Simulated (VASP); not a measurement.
**BAs (zincblende type): relaxation of cell and atoms with PBE**

The system is BAs (zincblende type).

```xyz
2
Lattice="0.0000 2.2866 2.2866 2.2866 0.0000 2.2866 2.2866 2.2866 0.0000" Properties=species:S:1:pos:R:3 pbc="T T T"
B     0.0000    0.0000    0.0000
As    1.1433    1.1433    1.1433
```

| Item | Value |
| --- | --- |
| Program | VASP 6.6.1 |
| Task | relaxation of cell and atoms |
| Functional | PBE |
| Potentials or basis | VASP PAW PBE potentials, release 64 (B, As) |
| Cutoff | 600 eV |
| k mesh | 14 × 14 × 14 |
| Occupations | fermi-dirac, width 0.05 eV |
| Spin | no spin polarisation |
| Target pressure | 27 GPa |
| Dipole correction | no |
| Further INCAR settings | ALGO = Normal; EDIFF = 1e-06; IBRION = 2; EDIFFG = -0.005; NSW = 32; ISIF = 3 |

The relaxed volume is 12.02 Å³/atom and the relaxed cell is a = 3.239 Å, b = 3.239 Å, c = 3.239 Å, α = 60.00°, β = 60.00°, γ = 60.00°. The space group after relaxing (to 0.05 Å) is F-43m (No. 216) and the energy change on relaxing (the enthalpy is what falls) is -10.5 meV/atom. The ionic steps are 3, the pressure after relaxing is 27.0 GPa and the band gap on the k mesh is 1.05 eV, indirect (least direct gap 3.45 eV).

Step by step:
```
step  energy change (eV)  largest force (eV/Å)  pressure (GPa)  volume (Å³)
   1              0.0000                0.0000           28.21        23.91
   2             -0.0522                0.0000           25.18        24.22
   3             -0.0210                0.0000           27.02        24.03
```

Final structure:
```xyz
2
Lattice="0.0000 2.2905 2.2905 2.2905 0.0000 2.2905 2.2905 2.2905 0.0000" Properties=species:S:1:pos:R:3 pbc="T T T"
B     0.0000    0.0000    0.0000
As    1.1452    1.1452    1.1452
```

Levels at points of the mesh, in eV from the valence-band top:
```csv
k point,band 1,band 2,band 3,band 4,band 5,band 6,band 7,band 8
"(0.00, 0.00, 0.00)",-16.61,0.00,0.00,0.00,3.45,3.45,3.45,6.33
"(0.50, 0.00, 0.00)",-13.26,-9.77,-2.04,-2.04,3.47,4.92,4.92,9.07
"(0.50, 0.50, 0.00)",-11.74,-9.27,-4.63,-4.63,1.25,1.32,12.61,12.61
```

Wall time 51 s on 1 thread of Intel Xeon 6975P-C (shared host), peak memory 0.19 GiB.

Caveat: the cell is relaxed towards a set pressure, so the enthalpy falls and the energy may rise. Expect the measured gap to be larger: semilocal functionals such as PBE lack the derivative discontinuity.
